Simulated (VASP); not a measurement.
# TiO2 (I4_1/amd) in VASP: further runs, part 2 of 2

VASP 6.6.1. The steps go on from the part before.

### 4 Single point, LDA (10.90 Å³/atom)

Input file INCAR:

```
SYSTEM = TiO2
ALGO = Normal
EDIFF = 1E-7
ENCUT = 520
GGA = CA
ISIF = 2
ISMEAR = -1
LASPH = .TRUE.
LCHARG = .FALSE.
LREAL = .FALSE.
LWAVE = .FALSE.
NBANDS = 33
NELM = 100
PREC = Accurate
SIGMA = 0.08
```

Input file KPOINTS:

```
k-points
0
G
  13 13 13
  0 0 0
```

Input file POSCAR:

```
TiO2
1.0
   -1.8669225403      1.8669225403      4.6927083350
    1.8669225403     -1.8669225403      4.6927083350
    1.8669225403      1.8669225403     -4.6927083350
Ti O
2 4
Direct
    0.0000000000      0.0000000000      0.0000000000
    0.7500000000      0.2500000000      0.5000000000
    0.2066000000      0.2066000000      0.0000000000
    0.9566000000      0.4566000000      0.5000000000
    0.5434000000      0.0434000000      0.5000000000
    0.7934000000      0.7934000000      0.0000000000
```

Potentials or basis: VASP PAW LDA potentials, release 64 (Ti_sv, O).

Command:

```console
cat potpaw_LDA.64/Ti_sv/POTCAR potpaw_LDA.64/O/POTCAR > POTCAR
mpirun -np 1 vasp_std > vasp.out
```

OUTCAR:

```text
SYSTEM = TiO2
   EDIFF = 1E-7
   ENCUT = 520
   GGA = CA
   ISIF = 2
   ISMEAR = -1
   LASPH = .TRUE.
   LREAL = .FALSE.
   NELM = 100
   PREC = Accurate

 ion  position               nearest neighbor table
   1  0.000  0.000  0.000-   5 1.91   4 1.91   5 1.91   4 1.91   3 1.94   6 1.94
   2  0.750  0.250  0.500-   6 1.91   3 1.91   6 1.91   3 1.91   4 1.94   5 1.94
   3  0.207  0.207  0.000-   2 1.91   2 1.91   1 1.94
   4  0.957  0.457  0.500-   1 1.91   1 1.91   2 1.94
   5  0.543  0.043  0.500-   1 1.91   1 1.91   2 1.94
   6  0.793  0.793  0.000-   2 1.91   2 1.91   1 1.94

  LATTYP: Found a body centered tetragonal cell.
 ALAT       =     3.7338450806
 C/A-ratio  =     2.5136063408

  Lattice vectors:

 A1 = (  -1.8669225403,   1.8669225403,   4.6927083350)
 A2 = (   1.8669225403,  -1.8669225403,   4.6927083350)
 A3 = (   1.8669225403,   1.8669225403,  -4.6927083350)

Analysis of symmetry for initial positions (statically):
=====================================================================
 Subroutine PRICEL returns:
 Original cell was already a primitive cell.
[... 182 lines left out ...]
 cond. band min:       5.5581276948   @ k =   0.0000   0.0000   0.0000
 fundamental gap:      2.1288116761
 Fermi energy:         4.6003417345

 k-point     1 :       0.0000    0.0000    0.0000
  band No.  band energies     occupation
      1     -52.0191      2.00000
      2     -51.9392      2.00000
      3     -28.9861      2.00000
      4     -28.6740      2.00000
      5     -28.6740      2.00000
      6     -28.5845      2.00000
[... 853 lines left out ...]
     32      10.4436      0.00000
     33      10.5864      0.00000

 [... further k-points ...]

------------------------ aborting loop because EDIFF is reached ----------------------------------------

  FORCE on cell =-STRESS in cart. coord.  units (eV):
  Direction    XX          YY          ZZ          XY          YZ          ZX
  --------------------------------------------------------------------------------------
  -------------------------------------------------------------------------------------
  Total        1.2938930      1.2938930      3.2739540      0.0000000      0.0000000      0.0000000
  in kB       31.6863916     31.6863916     80.1764835      0.0000000      0.0000000      0.0000000
  external PRESSURE =      47.8497556 kB  Pullay stress =       0.0000000 kB

 VOLUME and BASIS-vectors are now :
 -----------------------------------------------------------------------------
  energy-cutoff  :      520.00
  volume of cell :       65.42
      direct lattice vectors                 reciprocal lattice vectors
    -1.866922540  1.866922540  4.692708335     0.000000000  0.267820431  0.106548280
     1.866922540 -1.866922540  4.692708335     0.267820431  0.000000000  0.106548280
     1.866922540  1.866922540 -4.692708335     0.267820431  0.267820431  0.000000000

 POSITION                                       TOTAL-FORCE (eV/Angst)
 -----------------------------------------------------------------------------------
      0.00000      0.00000      0.00000        -0.000000     -0.000000     -0.000000
      0.00000      1.86692      2.34635        -0.000000     -0.000000     -0.000000
      0.00000      0.00000      1.93903         0.000000     -0.000000      0.426112
      0.00000      1.86692      4.28538        -0.000000      0.000000      0.426112
      0.00000      1.86692      0.40733        -0.000000      0.000000     -0.426112
      0.00000      0.00000      7.44639         0.000000     -0.000000     -0.426112
 -----------------------------------------------------------------------------------
    total drift:                                0.000000      0.000000     -0.000000

  FREE ENERGIE OF THE ION-ELECTRON SYSTEM (eV)
  ---------------------------------------------------
  free  energy   TOTEN  =       -58.8055379344 eV

  energy  without entropy=      -58.8055378099  energy(sigma->0) =      -58.80553787
```

It took 4.4 min on 1 thread of Intel Xeon 6975P-C (Granite Rapids), shared host; peak memory 0.44 GiB.

Results:

```
Free energy            : -58.8055 eV
Pressure               : 4.8 GPa
Largest force          : 0.426 eV/Å
Band gap on the k mesh : 2.13 eV (least direct gap 2.43 eV)
```

Forces in eV/Å, atoms in the order of the input:
```
Ti   0.000  0.000  0.000
Ti   0.000  0.000  0.000
O    0.000  0.000  0.426
O    0.000  0.000  0.426
O    0.000  0.000 -0.426
O    0.000  0.000 -0.426
```

Caveat: the cell stands under pressure; an odd mesh through Γ misses points on the zone boundary, where band edges can lie.

### 5 Overview

| cell | gap on the mesh (eV) | pressure (GPa) | largest force (eV/Å) |
| --- | --- | --- | --- |
| a = 5.432 Å, angles 140.1, 140.1, 57.7°, 6 atoms | 2.15 | 4.5 | 0.11 |
| a = 5.498 Å, angles 138.5, 138.5, 60.2°, 6 atoms | 1.90 | -15.2 | 0.07 |
| a = 5.384 Å, angles 139.4, 139.4, 58.7°, 6 atoms | 2.13 | 4.8 | 0.43 |

Alike in all rows: task single point; level LDA; potentials or basis VASP PAW LDA potentials, release 64 (Ti_sv, O); no spin polarisation; k mesh 13 × 13 × 13; cutoff (eV) 520; smearing fermi-dirac 0.08 eV.

Caveats: an odd mesh through Γ misses points on the zone boundary, where band edges can lie; the cell stands under pressure (at least some runs); the cell stands under tension (at least some runs).

Total energies depend on the potentials used, so only differences within one code and one set of settings carry meaning.
